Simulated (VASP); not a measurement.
Wanted: the native input for a VASP 6.6.1 run.

| Quantity | Value |
| --- | --- |
| Task | single point |
| Functional | LDA |
| Potentials or basis | VASP PAW LDA potentials, release 64 (Re, S) |
| Cutoff | 520 eV |
| k mesh | 4 × 4 × 1 |
| Occupations | gaussian, width 0.01 eV |
| Spin | no spin polarisation |
| Dipole correction | no |
| Further INCAR settings | LREAL = Auto; ALGO = Normal; EDIFF = 1e-06; NBANDS = 94 |

The structure of ReS2 lies in POSCAR:

```
ReS2
1.0
    6.3029151087     -0.0076537296      0.0000000000
    3.0883994692      5.6090585892      0.0000000000
    0.0000000000      0.0000000000     23.0000000000
Re S
8 16
Direct
    0.1343415925      0.1876086257      0.3686896475
    0.2574470825      0.5617023089      0.3736992671
    0.7079277645      0.1601169123      0.3705009035
    0.6837592260      0.5890236238      0.3718240622
    0.1093205334      0.7367587375      0.6263006966
    0.2324260848      1.1108524803      0.6313103552
    0.6830083347      0.7094375242      0.6281760108
    0.6588399188      1.1383442017      0.6294990406
    0.8800361707      0.7782890881      0.3203288958
    0.3408844805      0.8097373947      0.3130294619
    0.0511669391      0.9394622712      0.4290767132
    0.0117650018      0.4792803313      0.4388718925
    0.5114663298      0.9710465209      0.4217793920
    0.8401339628      0.3168314901      0.2958024744
    0.5521956247      0.4318390579      0.4466444039
    0.3798823823      0.2699409542      0.3035300536
    0.8553013362      1.3274147069      0.5782206148
    0.3156005528      1.3589989380      0.5709232910
    0.0258831259      1.4887238309      0.6869706098
   -0.0131149161      1.0285205725      0.6964698836
    0.4867315025      1.5201720015      0.6796711024
    0.8145719428      0.8666218806      0.5533555646
    0.5266336700      0.9816300344      0.7041975321
    0.3550027387      0.8191807436      0.5611281305
```

These files were run (other wordings do the same):

INCAR

```
  PREC = Accurate
  ENCUT = 520
  EDIFF = 1E-6
  ISMEAR = 0
  SIGMA = 0.01
  LREAL = Auto
  LASPH = T
  NELM = 100
  ALGO = Normal
  ISIF = 2
  LWAVE = F
  LCHARG = T
  GGA = CA
  LELF = T
  LVHAR = T
  NBANDS = 94
```

KPOINTS

```
regular mesh
0
Gamma
  4 4 1
```

Potentials or basis: VASP PAW LDA potentials, release 64 (Re, S).

Launch:

```bash
$ cat potpaw_LDA.64/Re/POTCAR potpaw_LDA.64/S/POTCAR > POTCAR
$ mpirun -np 1 vasp_std > vasp.out
```

It gave:

| Item | Value |
| --- | --- |
| Largest force | 0.167 eV/Å |
| Band gap on the k mesh | 1.34 eV, direct |

Caveat: spin-orbit coupling is left out, which moves the levels of the heavy elements.

Run time: 58 min on 1 thread of Intel(R) Xeon(R) Platinum 8488C (Sapphire Rapids), on a shared host, peak memory 0.83 GiB.
